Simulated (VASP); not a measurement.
# PbS in VASP: notebook

Runs on PbS. Level: LDA. Tasks: single point.

Everything below comes from runs of VASP 6.6.1. Logs are shortened: lines on timing, memory, paths and dates and some standing lists are left out, and cuts for length are marked.

## Step 1: The cell of the first run

The cell holds a slab with vacuum, 4 atoms: a = 4.130 Å, b = 4.130 Å, c = 11.759 Å, α = 93.75°, β = 93.75°, γ = 89.21°.

## Step 2: Single point, LDA

File INCAR:

```
SYSTEM = PbS
ALGO = Normal ; EDIFF = 1E-7
ENCUT = 520 ; ISIF = 2
ISMEAR = 0 ; LASPH = .TRUE.
LCHARG = .FALSE. ; LREAL = .FALSE.
LWAVE = .FALSE. ; NBANDS = 28
NELM = 60 ; PREC = Accurate
SIGMA = 0.01
```

File KPOINTS:

```
k-points
0
G
  4 4 2
  0 0 0
```

File POSCAR:

```
PbS
1.0
    2.9405000000     -2.9000000000      0.0000000000
    2.9405000000      2.9000000000      0.0000000000
   -1.0800550000      0.0000000000     11.7092940000
Pb S
2 2
Direct
    0.7756000000      0.7756000000      0.6363800000
    0.2244000000      0.2244000000      0.3636200000
    0.2684000000      0.2684000000      0.5986000000
    0.7316000000      0.7316000000      0.4014000000
```

Potentials or basis: VASP PAW LDA potentials, release 64 (Pb_d, S).

The run is started by

```sh
> cat potpaw_LDA.64/Pb_d/POTCAR potpaw_LDA.64/S/POTCAR > POTCAR
> mpirun -np 1 vasp_std > vasp.out
```

OUTCAR:

```text
SYSTEM = PbS
   EDIFF = 1E-7
   ENCUT = 520
   ISIF = 2
   ISMEAR = 0
   LASPH = .TRUE.
   LREAL = .FALSE.
   NELM = 60
   PREC = Accurate

 ion  position               nearest neighbor table
   1  0.776  0.776  0.636-   4 2.75   3 2.93   3 2.93   3 2.97   3 2.98
   2  0.224  0.224  0.364-   3 2.75   4 2.93   4 2.93   4 2.97   4 2.98
   3  0.268  0.268  0.599-   2 2.75   1 2.93   1 2.93   1 2.97   1 2.98
   4  0.732  0.732  0.401-   1 2.75   2 2.93   2 2.93   2 2.97   2 2.98

  LATTYP: Found a base centered monoclinic cell.
 ALAT       =     5.8810000000
 B/A-ratio  =     0.9862268322
 C/A-ratio  =     1.9994899100
 COS(beta)  =    -0.0918492206

  Lattice vectors:

 A1 = (   2.9405000000,  -2.9000000000,   0.0000000000)
 A2 = (   2.9405000000,   2.9000000000,   0.0000000000)
 A3 = (  -1.0800550000,   0.0000000000,  11.7092940000)

Analysis of symmetry for initial positions (statically):
=====================================================================
 Subroutine PRICEL returns:
 Original cell was already a primitive cell.

 Routine SETGRP: Setting up the symmetry group for a
 base centered monoclinic supercell.

 Subroutine GETGRP returns: Found  4 space group operations
 (whereof  4 operations were pure point group operations)
 out of a pool of  4 trial point group operations.

The static configuration has the point symmetry C_2h.

Analysis of symmetry for dynamics (positions and initial velocities):
=====================================================================
 Subroutine PRICEL returns:
 Original cell was already a primitive cell.

 Routine SETGRP: Setting up the symmetry group for a
 base centered monoclinic supercell.

 Subroutine GETGRP returns: Found  4 space group operations
 (whereof  4 operations were pure point group operations)
 out of a pool of  4 trial point group operations.

The dynamic configuration has the point symmetry C_2h.

 Subroutine INISYM returns: Found  4 space group operations
 (whereof  4 operations are pure point group operations),
 and found     1 'primitive' translations

----------------------------------------------------------------------------------------

                                     Primitive cell

  volume of cell :     199.7008

  direct lattice vectors                    reciprocal lattice vectors
     2.940500000 -2.900000000  0.000000000     0.170039109 -0.172413793  0.015684258
     2.940500000  2.900000000  0.000000000     0.170039109  0.172413793  0.015684258
    -1.080055000  0.000000000 11.709294000     0.000000000  0.000000000  0.085402245

  length of vectors
     4.129956447  4.129956447 11.759000161     0.242663987  0.242663987  0.085402245

  position of ions in fractional coordinates (direct lattice)
     0.775600000  0.775600000  0.636380000
     0.224400000  0.224400000  0.363620000
     0.268400000  0.268400000  0.598600000
     0.731600000  0.731600000  0.401400000

  ion indices of the primitive-cell ions
   primitive index   ion index
                 1           1
                 2           2
                 3           3
                 4           4

----------------------------------------------------------------------------------------

 KPOINTS: k-points

Automatic generation of k-mesh.
 Grid dimensions read from file:
 generate k-points for:    4    4    2

 Generating k-lattice:

  Cartesian coordinates                     Fractional coordinates (reciprocal lattice)
     0.042509777 -0.043103448  0.003921065     0.250000000  0.000000000 -0.000000000
     0.042509777  0.043103448  0.003921065     0.000000000  0.250000000 -0.000000000
     0.000000000  0.000000000  0.042701123     0.000000000  0.000000000  0.500000000

  Length of vectors
     0.060665997  0.060665997  0.042701123

  Shift w.r.t. Gamma in fractional coordinates (k-lattice)
     0.000000000  0.000000000  0.000000000

 Subroutine IBZKPT returns following result:
 ===========================================

 Found     14 irreducible k-points:

 Following reciprocal coordinates:
            Coordinates               Weight
  0.000000  0.000000  0.000000      1.000000
  0.250000  0.000000 -0.000000      4.000000
  0.500000  0.000000 -0.000000      2.000000
  0.250000  0.250000 -0.000000      2.000000
  0.500000  0.250000  0.000000      4.000000
 -0.250000  0.250000  0.000000      2.000000
  0.500000  0.500000 -0.000000      1.000000
  0.000000  0.000000  0.500000      1.000000
  0.250000  0.000000  0.500000      4.000000
  0.500000  0.000000  0.500000      2.000000
  0.250000  0.250000  0.500000      2.000000
  0.500000  0.250000  0.500000      4.000000
 -0.250000  0.250000  0.500000      2.000000
  0.500000  0.500000  0.500000      1.000000
   k-points           NKPTS =     14   k-points in BZ     NKDIM =     14   number of bands    NBANDS=     28
   number of dos      NEDOS =    301   number of ions     NIONS =      4
   total plane-waves  NPLWV =  92160
   dimension x,y,z NGX =    32 NGY =   32 NGZ =   90
   dimension x,y,z NGXF=    64 NGYF=   64 NGZF=  180
   ions per type =               2   2
   NGX,Y,Z   is equivalent  to a cutoff of  12.88, 12.88, 12.72 a.u.
   NGXF,Y,Z  is equivalent  to a cutoff of  25.76, 25.76, 25.45 a.u.
 SYSTEM =  PbS
   PREC   = accura    normal or accurate (medium, high low for compatibility)
   ISTART =      0    job   : 0-new  1-cont  2-samecut
   ICHARG =      2    charge: 1-file 2-atom 10-const
   ISPIN  =      1    spin polarized calculation?
   LNONCOLLINEAR =      F non collinear calculations
   LSORBIT =      F    spin-orbit coupling
   LASPH  =      T    aspherical Exc in radial PAW
   ENCUT  =  520.0 eV  38.22 Ry    6.18 a.u.   7.68  7.68 21.86*2*pi/ulx,y,z
   NELM   =     60;   NELMIN=  2; NELMDL= -5     # of ELM steps
   EDIFF  = 0.1E-06   stopping-criterion for ELM
   LREAL  =      F    real-space projection
   EDIFFG = 0.1E-05   stopping-criterion for IOM
   NSW    =      0    number of steps for IOM
   IBRION =     -1    ionic relax: 0-MD 1-quasi-New 2-CG
   NFREE  =      0    steps in history (QN), initial steepest desc. (CG)
   ISIF   =      2    stress and relaxation
   ISYM   =      2    0-nonsym 1-usesym 2-fastsym
   POTIM  = 0.5000    time-step for ionic-motion
   TEBEG  =    0.0;   TEEND  =   0.0 temperature during run
   PSTRESS=    0.0 pullay stress
   NELECT =      40.0000    total number of electrons
   NUPDOWN=      -1.0000    fix difference up-down
   EMIN   =  10.00;   EMAX   =-10.00  energy-range for DOS
   EFERMI =   0.00;   METHOD = LEGACY
   ISMEAR =     0;   SIGMA  =   0.01  broadening in eV -4-tet -1-fermi 0-gaus
   EFERMI_NEDOS =   21; number of points for ismear=-14 and -15
   IALGO  =     38    algorithm
   IMIX   =      4    mixing-type and parameters
     AMIX     =   0.40;   BMIX     =  1.00
     AMIX_MAG =   1.60;   BMIX_MAG =  1.00
  volume/ion in A,a.u.               =      49.93       336.91
  Fermi-wavevector in a.u.,A,eV,Ry     =   0.957859  1.810091 12.483259  0.917494
  Thomas-Fermi vector in A             =   2.086915
   LORBIT       =      0    0 simple, 1 ext, 2 COOP (PROOUT), +10 PAW based schemes
   GGA     = CA    functional components
   LHFCALC =     F    Hartree Fock is set to
   AEXX    =    0.0000 exact exchange contribution
   IVDW    =     0    specifies the selected vdW correction
   LEPSILON=     F    determine dielectric tensor
   LRPA    =     F    only Hartree local field effects (RPA)
 non-spin polarized calculation
 Gauss-broadening in eV      SIGMA  =   0.01
  energy-cutoff  :      520.00
  volume of cell :      199.70
 maximum number of plane-waves:      5390
 NGX is ok and might be reduce to    32
   NGX = 15   NGY = 15   NGZ = 43

 number of electron      40.0000009 magnetization

 Free energy of the ion-electron system (eV)
  ---------------------------------------------------
  ext. energy  EPLUGINS =         0.00000000
  ---------------------------------------------------
  free energy    TOTEN  =       -19.35447060 eV

  energy without entropy =      -19.35447060  energy(sigma->0) =      -19.35447060

 E-fermi :   0.5689     XC(G=0):  -6.1151

 val. band max:        0.4665644558   @ k =   0.0000   0.0000   0.0000
 cond. band min:       1.6463809633   @ k =   0.0000   0.0000   0.5000
 fundamental gap:      1.1798165075
 Fermi energy:         0.5688951066

 k-point     1 :       0.0000    0.0000    0.0000
  band No.  band energies     occupation
      1     -15.8508      2.00000
      2     -15.7645      2.00000
      3     -15.7612      2.00000
      4     -15.7522      2.00000
      5     -15.7227      2.00000
      6     -15.7188      2.00000
[... 20 lines left out ...]
     27       6.6483      0.00000
     28       6.8927      0.00000

 k-point     2 :       0.2500    0.0000   -0.0000
  band No.  band energies     occupation
      1     -15.8236      2.00000
      2     -15.7647      2.00000
      3     -15.7413      2.00000
      4     -15.7302      2.00000
      5     -15.7297      2.00000
      6     -15.7287      2.00000
[... 20 lines left out ...]
     27       6.0242      0.00000
     28       6.9975      0.00000

 k-point     3 :       0.5000    0.0000   -0.0000
  band No.  band energies     occupation
      1     -15.7849      2.00000
      2     -15.7845      2.00000
      3     -15.7449      2.00000
      4     -15.7448      2.00000
      5     -15.7314      2.00000
      6     -15.7314      2.00000
[... 20 lines left out ...]
     27       6.0002      0.00000
     28       6.2094      0.00000

 k-point     4 :       0.2500    0.2500   -0.0000
  band No.  band energies     occupation
      1     -15.8188      2.00000
      2     -15.7761      2.00000
      3     -15.7415      2.00000
      4     -15.7385      2.00000
      5     -15.7318      2.00000
      6     -15.7198      2.00000
[... 268 lines left out ...]
     27       6.8370      0.00000
     28       7.0826      0.00000

 k-point    13 :      -0.2500    0.2500    0.5000
  band No.  band energies     occupation
      1     -15.8166      2.00000
      2     -15.7706      2.00000
      3     -15.7442      2.00000
      4     -15.7360      2.00000
      5     -15.7359      2.00000
      6     -15.7149      2.00000
[... 20 lines left out ...]
     27       6.0311      0.00000
     28       6.7952      0.00000

 k-point    14 :       0.5000    0.5000    0.5000
  band No.  band energies     occupation
      1     -15.8554      2.00000
      2     -15.8553      2.00000
      3     -15.7454      2.00000
      4     -15.7405      2.00000
      5     -15.7285      2.00000
      6     -15.7260      2.00000
[... 20 lines left out ...]
     27       7.8855      0.00000
     28       8.0200      0.00000

------------------------ aborting loop because EDIFF is reached ----------------------------------------

  FORCE on cell =-STRESS in cart. coord.  units (eV):
  Direction    XX          YY          ZZ          XY          YZ          ZX
  --------------------------------------------------------------------------------------
  -------------------------------------------------------------------------------------
  Total       -2.4224654     -1.4118925     -3.3412985      0.0000000      0.0000000     -0.0131522
  in kB      -19.4351671    -11.3274541    -26.8068616      0.0000000      0.0000000     -0.1055185
  external PRESSURE =     -19.1898276 kB  Pullay stress =       0.0000000 kB

 VOLUME and BASIS-vectors are now :
 -----------------------------------------------------------------------------
  energy-cutoff  :      520.00
  volume of cell :      199.70
      direct lattice vectors                 reciprocal lattice vectors
     2.940500000 -2.900000000  0.000000000     0.170039109 -0.172413793  0.015684258
     2.940500000  2.900000000  0.000000000     0.170039109  0.172413793  0.015684258
    -1.080055000  0.000000000 11.709294000     0.000000000  0.000000000  0.085402245

 POSITION                                       TOTAL-FORCE (eV/Angst)
 -----------------------------------------------------------------------------------
      3.87398      0.00000      7.45156        -0.001310      0.000000     -0.809405
      0.92697      0.00000      4.25773         0.001310      0.000000      0.809405
      0.93194      0.00000      7.00918        -0.004251      0.000000     -0.307535
      3.86901      0.00000      4.70011         0.004251      0.000000      0.307535
 -----------------------------------------------------------------------------------
    total drift:                                0.000000      0.000000      0.000000

  FREE ENERGIE OF THE ION-ELECTRON SYSTEM (eV)
  ---------------------------------------------------
  free  energy   TOTEN  =       -19.3544706001 eV

  energy  without entropy=      -19.3544706001  energy(sigma->0) =      -19.35447060
```

Run time: 3.3 min. Hardware: 1 thread of Intel Xeon Platinum 8375C at 2.90GHz (Ice Lake), shared host; peak memory 0.25 GiB.

What came out:

- Free energy: -19.3545 eV
- Largest force: 0.809 eV/Å
- Band gap on the k mesh: 1.18 eV

Forces in eV/Å, atoms in the order of the input:
```
Pb  -0.001  0.000 -0.809
Pb   0.001  0.000  0.809
S   -0.004  0.000 -0.308
S    0.004  0.000  0.308
```

Caveat: there is no dipole correction, which matters where the two faces differ; spin-orbit coupling is left out, which moves the levels of the heavy elements.

## Step 3: Single point, LDA

File INCAR:

```
PREC = Accurate ; ENCUT = 520
EDIFF = 1E-6 ; ISMEAR = 0
SIGMA = 0.01 ; LREAL = False
LASPH = True ; NELM = 80
ALGO = Normal ; ISIF = 2
LWAVE = False ; LCHARG = False
NBANDS = 28
```

File KPOINTS:

```
Automatic mesh
0
Gamma
  4 4 2
```

POSCAR is that of step 2.

Potentials or basis: VASP PAW LDA potentials, release 64 (Pb_d, S).

The run is started by

```sh
> cat potpaw_LDA.64/Pb_d/POTCAR potpaw_LDA.64/S/POTCAR > POTCAR
> mpirun -np 1 vasp_std > vasp.out
```

Wall time 2.6 min (1 thread of Intel Xeon Platinum 8375C at 2.90GHz (Ice Lake), shared host); peak memory 0.25 GiB.

The run converged. Its results:

```
Free energy            : -19.3545 eV
Largest force          : 0.809 eV/Å
Band gap on the k mesh : 1.18 eV
```

Forces in eV/Å, atoms in the order of the input:
```
Pb  -0.001  0.000 -0.809
Pb   0.001  0.000  0.809
S   -0.004  0.000 -0.308
S    0.004  0.000  0.308
```

Levels at points of the mesh, in eV from the valence-band top:
| k point | band 16 | band 17 | band 18 | band 19 | band 20 | band 21 | band 22 | band 23 | band 24 | band 25 |
| --- | --- | --- | --- | --- | --- | --- | --- | --- | --- | --- |
| (0.00, 0.00, 0.00) | -2.59 | -2.45 | -1.47 | -1.35 | 0.00 | 1.28 | 3.18 | 4.84 | 5.06 | 5.31 |
| (0.50, 0.00, 0.00) | -1.96 | -1.01 | -1.01 | -0.38 | -0.38 | 1.95 | 1.95 | 3.02 | 3.02 | 3.29 |
| (0.50, 0.50, 0.00) | -4.32 | -2.99 | -2.96 | -1.55 | -1.45 | 3.63 | 3.75 | 4.50 | 4.57 | 4.58 |
| (0.00, 0.00, 0.50) | -2.59 | -2.45 | -1.47 | -1.35 | 0.00 | 1.18 | 3.80 | 4.64 | 4.84 | 5.06 |
| (0.50, 0.00, 0.50) | -1.96 | -1.01 | -1.01 | -0.38 | -0.38 | 1.95 | 1.95 | 3.02 | 3.02 | 3.25 |
| (0.50, 0.50, 0.50) | -4.32 | -2.99 | -2.96 | -1.55 | -1.45 | 3.62 | 3.73 | 4.51 | 4.56 | 4.61 |

Caveat: there is no dipole correction, which matters where the two faces differ; spin-orbit coupling is left out, which moves the levels of the heavy elements.
